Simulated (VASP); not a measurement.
# Ta5O (P4/mmm) in VASP: a series of runs

Ta5O is run at these levels: PBE; tasks: single point, relaxation of cell and atoms.

All numbers are computed with VASP 6.6.1; they aren't measurements. Logs are shortened: lines on timing, memory, paths and dates and some standing lists are left out, and cuts for length are marked.

## 1. The cell of the first run

The structure is tetragonal, space group P4/mmm (No. 123). Conventional cell: a = 2.781 Å, b = 2.781 Å, c = 12.507 Å, α = 90.00°, β = 90.00°, γ = 90.00°. Within 3.7 Å of Ta (site symmetry 4mm) lie 12 Ta at 2.78 to 3.10 Å. Ta (site symmetry 4mm) has 4 O at 2.49 Å and 9 Ta at 2.78 to 3.05 Å within 3.3 Å. Ta (site symmetry 4/mmm) has 12 Ta at 2.78 to 3.10 Å within 3.7 Å. O (site symmetry 4/mmm) has 8 Ta at 2.49 Å and 4 O at 2.78 Å within 3.3 Å.

The cell was generated, and may not be a known phase.

## 2. Single point, PBE

File INCAR:

```
SYSTEM = Ta5O
PREC = Accurate
ENCUT = 520
EDIFF = 1E-7
ISMEAR = 0
SIGMA = 0.1
LREAL = .False.
LASPH = .True.
NELM = 80
ALGO = Normal
ISIF = 2
LWAVE = .False.
LCHARG = .False.
GGA = PE
NBANDS = 40
```

File KPOINTS:

```
regular mesh
0
Gamma
  6 6 2
  0 0 0
```

File POSCAR:

```
Ta5O
1.0
    2.7807649707      0.0000000000      0.0000000000
    0.0000000000      2.7807649707      0.0000000000
    0.0000000000      0.0000000000     12.5072478901
Ta O
5 1
Direct
    0.5000000000      0.5000000000      0.3082042782
    0.5000000000      0.5000000000      0.6917957218
    0.0000000000      0.0000000000      0.1216560669
    0.0000000000      0.0000000000      0.8783439331
    0.0000000000      0.0000000000      0.5000000000
    0.5000000000      0.5000000000      0.0000000000
```

Potentials or basis: VASP PAW PBE potentials, release 64 (Ta_pv, O).

Run with:

```bash
> cat potpaw_PBE.64/Ta_pv/POTCAR potpaw_PBE.64/O/POTCAR > POTCAR
> mpirun -np 1 vasp_std > vasp.out
```

OUTCAR:

```text
SYSTEM = Ta5O
   PREC = Accurate
   ENCUT = 520
   EDIFF = 1E-7
   ISMEAR = 0
   LREAL = .False.
   LASPH = .True.
   NELM = 80
   ISIF = 2
   GGA = PE

 ion  position               nearest neighbor table
   1  0.500  0.500  0.308-   3 3.05   3 3.05   3 3.05   3 3.05   5 3.10   5 3.10   5 3.10   5 3.10

   2  0.500  0.500  0.692-   4 3.05   4 3.05   4 3.05   4 3.05   5 3.10   5 3.10   5 3.10   5 3.10

   3  0.000  0.000  0.122-   6 2.49   6 2.49   6 2.49   6 2.49   4 3.04   1 3.05   1 3.05   1 3.05
                             1 3.05
   4  0.000  0.000  0.878-   6 2.49   6 2.49   6 2.49   6 2.49   3 3.04   2 3.05   2 3.05   2 3.05
                             2 3.05
   5  0.000  0.000  0.500-   1 3.10   2 3.10   1 3.10   2 3.10   1 3.10   2 3.10   1 3.10   2 3.10

   6  0.500  0.500  0.000-   3 2.49   4 2.49   3 2.49   4 2.49   3 2.49   4 2.49   3 2.49   4 2.49

  LATTYP: Found a simple tetragonal cell.
 ALAT       =     2.7807649707
 C/A-ratio  =     4.4977723835

  Lattice vectors:

 A1 = (   2.7807649707,   0.0000000000,   0.0000000000)
 A2 = (   0.0000000000,   2.7807649707,   0.0000000000)
 A3 = (   0.0000000000,   0.0000000000,  12.5072478901)

Analysis of symmetry for initial positions (statically):
=====================================================================
 Subroutine PRICEL returns:
 Original cell was already a primitive cell.

 Routine SETGRP: Setting up the symmetry group for a
 simple tetragonal supercell.

 Subroutine GETGRP returns: Found 16 space group operations
 (whereof 16 operations were pure point group operations)
 out of a pool of 16 trial point group operations.

The static configuration has the point symmetry D_4h.

Analysis of symmetry for dynamics (positions and initial velocities):
=====================================================================
 Subroutine PRICEL returns:
 Original cell was already a primitive cell.

 Routine SETGRP: Setting up the symmetry group for a
 simple tetragonal supercell.

 Subroutine GETGRP returns: Found 16 space group operations
 (whereof 16 operations were pure point group operations)
 out of a pool of 16 trial point group operations.

The dynamic configuration has the point symmetry D_4h.

 Subroutine INISYM returns: Found 16 space group operations
 (whereof 16 operations are pure point group operations),
 and found     1 'primitive' translations

----------------------------------------------------------------------------------------

                                     Primitive cell

  volume of cell :      96.7142

  direct lattice vectors                    reciprocal lattice vectors
     2.780764971  0.000000000  0.000000000     0.359613276  0.000000000  0.000000000
     0.000000000  2.780764971  0.000000000     0.000000000  0.359613276  0.000000000
     0.000000000  0.000000000 12.507247890     0.000000000  0.000000000  0.079953640

  length of vectors
     2.780764971  2.780764971 12.507247890     0.359613276  0.359613276  0.079953640

  position of ions in fractional coordinates (direct lattice)
     0.500000000  0.500000000  0.308204278
     0.500000000  0.500000000  0.691795722
     0.000000000  0.000000000  0.121656067
     0.000000000  0.000000000  0.878343933
     0.000000000  0.000000000  0.500000000
     0.500000000  0.500000000  0.000000000

  ion indices of the primitive-cell ions
   primitive index   ion index
                 1           1
                 2           2
                 3           3
                 4           4
                 5           5
                 6           6

----------------------------------------------------------------------------------------

 KPOINTS: regular mesh

Automatic generation of k-mesh.
 Grid dimensions read from file:
 generate k-points for:    6    6    2

 Generating k-lattice:

  Cartesian coordinates                     Fractional coordinates (reciprocal lattice)
     0.059935546  0.000000000  0.000000000     0.166666667  0.000000000  0.000000000
     0.000000000  0.059935546  0.000000000     0.000000000  0.166666667  0.000000000
     0.000000000  0.000000000  0.039976820     0.000000000  0.000000000  0.500000000

  Length of vectors
     0.059935546  0.059935546  0.039976820

  Shift w.r.t. Gamma in fractional coordinates (k-lattice)
     0.000000000  0.000000000  0.000000000

 Subroutine IBZKPT returns following result:
 ===========================================

 Found     20 irreducible k-points:

 Following reciprocal coordinates:
            Coordinates               Weight
  0.000000  0.000000  0.000000      1.000000
  0.166667  0.000000  0.000000      4.000000
  0.333333  0.000000  0.000000      4.000000
  0.500000  0.000000  0.000000      2.000000
  0.166667  0.166667  0.000000      4.000000
  0.333333  0.166667  0.000000      8.000000
[... 12 lines left out ...]
  0.500000  0.333333  0.500000      4.000000
  0.500000  0.500000  0.500000      1.000000
   k-points           NKPTS =     20   k-points in BZ     NKDIM =     20   number of bands    NBANDS=     40
   number of dos      NEDOS =    301   number of ions     NIONS =      6
   total plane-waves  NPLWV =  55296
   dimension x,y,z NGX =    24 NGY =   24 NGZ =   96
   dimension x,y,z NGXF=    48 NGYF=   48 NGZF=  192
   ions per type =               5   1
   NGX,Y,Z   is equivalent  to a cutoff of  14.35, 14.35, 12.76 a.u.
   NGXF,Y,Z  is equivalent  to a cutoff of  28.70, 28.70, 25.52 a.u.
 SYSTEM =  Ta5O
   PREC   = accura    normal or accurate (medium, high low for compatibility)
   ISTART =      0    job   : 0-new  1-cont  2-samecut
   ICHARG =      2    charge: 1-file 2-atom 10-const
   ISPIN  =      1    spin polarized calculation?
   LNONCOLLINEAR =      F non collinear calculations
   LSORBIT =      F    spin-orbit coupling
   LASPH  =      T    aspherical Exc in radial PAW
   ENCUT  =  520.0 eV  38.22 Ry    6.18 a.u.   5.17  5.17 23.26*2*pi/ulx,y,z
   NELM   =     80;   NELMIN=  2; NELMDL= -5     # of ELM steps
   EDIFF  = 0.1E-06   stopping-criterion for ELM
   LREAL  =      F    real-space projection
   EDIFFG = 0.1E-05   stopping-criterion for IOM
   NSW    =      0    number of steps for IOM
   IBRION =     -1    ionic relax: 0-MD 1-quasi-New 2-CG
   NFREE  =      0    steps in history (QN), initial steepest desc. (CG)
   ISIF   =      2    stress and relaxation
   ISYM   =      2    0-nonsym 1-usesym 2-fastsym
   POTIM  = 0.5000    time-step for ionic-motion
   TEBEG  =    0.0;   TEEND  =   0.0 temperature during run
   PSTRESS=    0.0 pullay stress
   NELECT =      61.0000    total number of electrons
   NUPDOWN=      -1.0000    fix difference up-down
   EMIN   =  10.00;   EMAX   =-10.00  energy-range for DOS
   EFERMI =   0.00;   METHOD = LEGACY
   ISMEAR =     0;   SIGMA  =   0.10  broadening in eV -4-tet -1-fermi 0-gaus
   EFERMI_NEDOS =   21; number of points for ismear=-14 and -15
   IALGO  =     38    algorithm
   IMIX   =      4    mixing-type and parameters
     AMIX     =   0.40;   BMIX     =  1.00
     AMIX_MAG =   1.60;   BMIX_MAG =  1.00
  volume/ion in A,a.u.               =      16.12       108.78
  Fermi-wavevector in a.u.,A,eV,Ry     =   1.403960  2.653099 26.818485  1.971103
  Thomas-Fermi vector in A             =   2.526569
   LORBIT       =      0    0 simple, 1 ext, 2 COOP (PROOUT), +10 PAW based schemes
   GGA     = PE    functional components
   LHFCALC =     F    Hartree Fock is set to
   AEXX    =    0.0000 exact exchange contribution
   IVDW    =     0    specifies the selected vdW correction
   LEPSILON=     F    determine dielectric tensor
   LRPA    =     F    only Hartree local field effects (RPA)
 non-spin polarized calculation
 Gauss-broadening in eV      SIGMA  =   0.10
  energy-cutoff  :      520.00
  volume of cell :       96.71
 maximum number of plane-waves:      2632
 NGX is ok and might be reduce to    24
   NGX = 11   NGY = 11   NGZ = 47

 number of electron      61.0000009 magnetization

 Free energy of the ion-electron system (eV)
  ---------------------------------------------------
  ext. energy  EPLUGINS =         0.00000000
  ---------------------------------------------------
  free energy    TOTEN  =       -65.45781269 eV

  energy without entropy =      -65.42266071  energy(sigma->0) =      -65.44023670

 E-fermi :   6.0256     XC(G=0): -12.6044

 val. band max:        6.0142507332   @ k =   0.5000   0.5000   0.5000
 cond. band min:       6.0261613620   @ k =   0.3333   0.1667   0.5000
 fundamental gap:      0.0119106288
 Fermi energy:         6.0255626519

 k-point     1 :       0.0000    0.0000    0.0000
  band No.  band energies     occupation
      1     -28.9108      2.00000
      2     -28.6519      2.00000
      3     -28.1104      2.00000
      4     -28.1104      2.00000
      5     -28.0880      2.00000
      6     -28.0880      2.00000
[... 32 lines left out ...]
     39       9.5667      0.00000
     40       9.5667      0.00000

 k-point     2 :       0.1667    0.0000    0.0000
  band No.  band energies     occupation
      1     -28.8659      2.00000
      2     -28.6106      2.00000
      3     -28.4038      2.00000
      4     -28.3726      2.00000
      5     -28.0853      2.00000
      6     -28.0638      2.00000
[... 32 lines left out ...]
     39       9.3350      0.00000
     40       9.6801      0.00000

 k-point     3 :       0.3333    0.0000    0.0000
  band No.  band energies     occupation
      1     -28.9376      2.00000
      2     -28.8901      2.00000
      3     -28.7851      2.00000
      4     -28.5528      2.00000
      5     -28.1551      2.00000
      6     -28.1333      2.00000
[... 32 lines left out ...]
     39       9.1753      0.00000
     40       9.4364      0.00000

 k-point     4 :       0.5000    0.0000    0.0000
  band No.  band energies     occupation
      1     -29.1876      2.00000
      2     -29.1335      2.00000
      3     -28.7655      2.00000
      4     -28.5962      2.00000
      5     -28.3526      2.00000
      6     -28.3061      2.00000
[... 32 lines left out ...]
     39       9.6573      0.00000
     40      10.2558      0.00000
[... 600 lines left out ...]
     39       9.4983      0.00000
     40      10.1092      0.00000

 k-point    19 :       0.5000    0.3333    0.5000
  band No.  band energies     occupation
      1     -29.0588      2.00000
      2     -29.0184      2.00000
      3     -28.7830      2.00000
      4     -28.7522      2.00000
      5     -28.6237      2.00000
      6     -28.4197      2.00000
[... 32 lines left out ...]
     39      10.1542      0.00000
     40      10.3449      0.00000

 k-point    20 :       0.5000    0.5000    0.5000
  band No.  band energies     occupation
      1     -29.0176      2.00000
      2     -29.0176      2.00000
      3     -28.9823      2.00000
      4     -28.9823      2.00000
      5     -28.5730      2.00000
      6     -28.3502      2.00000
[... 32 lines left out ...]
     39      11.3567      0.00000
     40      11.6955      0.00000

------------------------ aborting loop because EDIFF is reached ----------------------------------------

  FORCE on cell =-STRESS in cart. coord.  units (eV):
  Direction    XX          YY          ZZ          XY          YZ          ZX
  --------------------------------------------------------------------------------------
  -------------------------------------------------------------------------------------
  Total        0.2175386      0.2175386     -0.0911450      0.0000000      0.0000000      0.0000000
  in kB        3.6037656      3.6037656     -1.5099175      0.0000000      0.0000000      0.0000000
  external PRESSURE =       1.8992046 kB  Pullay stress =       0.0000000 kB

 VOLUME and BASIS-vectors are now :
 -----------------------------------------------------------------------------
  energy-cutoff  :      520.00
  volume of cell :       96.71
      direct lattice vectors                 reciprocal lattice vectors
     2.780764971  0.000000000  0.000000000     0.359613276  0.000000000  0.000000000
     0.000000000  2.780764971  0.000000000     0.000000000  0.359613276  0.000000000
     0.000000000  0.000000000 12.507247890     0.000000000  0.000000000  0.079953640

 POSITION                                       TOTAL-FORCE (eV/Angst)
 -----------------------------------------------------------------------------------
      1.39038      1.39038      3.85479        -0.000000     -0.000000      0.012199
      1.39038      1.39038      8.65246         0.000000     -0.000000     -0.012199
      0.00000      0.00000      1.52158        -0.000000      0.000000     -0.016943
      0.00000      0.00000     10.98567        -0.000000      0.000000      0.016943
      0.00000      0.00000      6.25362        -0.000000      0.000000     -0.000000
      1.39038      1.39038      0.00000        -0.000000      0.000000     -0.000000
 -----------------------------------------------------------------------------------
    total drift:                                0.000000     -0.000000      0.000000

  FREE ENERGIE OF THE ION-ELECTRON SYSTEM (eV)
  ---------------------------------------------------
  free  energy   TOTEN  =       -65.4578126946 eV

  energy  without entropy=      -65.4226607062  energy(sigma->0) =      -65.44023670
```

It took 72 s on 1 thread of AMD EPYC 9R45 (Zen 5), shared host; peak memory 0.22 GiB.

What came out:

* Free energy: -65.4578 eV
* Pressure: 0.2 GPa
* Largest force: 0.017 eV/Å
* Band gap on the k mesh: zero (an odd number of electrons rules out a gap without spin polarisation)

Forces on the atoms (eV/Å):
```
Ta   0.000  0.000  0.012
Ta   0.000  0.000 -0.012
Ta   0.000  0.000 -0.017
Ta   0.000  0.000  0.017
Ta   0.000  0.000  0.000
O    0.000  0.000  0.000
```

Levels at points of the mesh, in eV from the Fermi level:
```
           k point  band 26  band 27  band 28  band 29  band 30  band 31  band 32  band 33  band 34  band 35
(0.00, 0.00, 0.00)    -2.49    -1.99    -1.71    -1.40    -1.16     0.21     0.82     1.08     1.96     1.96
(0.50, 0.00, 0.00)    -1.46    -1.44    -1.08    -0.81    -0.60    -0.03     0.32     1.61     1.90     1.98
(0.50, 0.50, 0.00)    -1.65    -1.65    -0.66    -0.63    -0.63    -0.28     2.12     2.12     3.28     3.51
(0.00, 0.00, 0.50)    -2.36    -2.06    -1.82    -1.12    -1.11     0.05     0.13     1.49     2.02     2.02
(0.50, 0.00, 0.50)    -1.73    -0.94    -0.92    -0.86    -0.51     0.15     0.19     1.54     1.76     2.19
(0.50, 0.50, 0.50)    -2.10    -2.10    -0.43    -0.01     0.01     0.01     1.36     1.36     2.47     2.86
```

Caveat: the k points lie up to 0.38 Å⁻¹ apart, too coarse for converged energies and pressures of a metal; spin-orbit coupling is left out, which moves the levels of the heavy elements.

(Continued in part 2 of 2.)
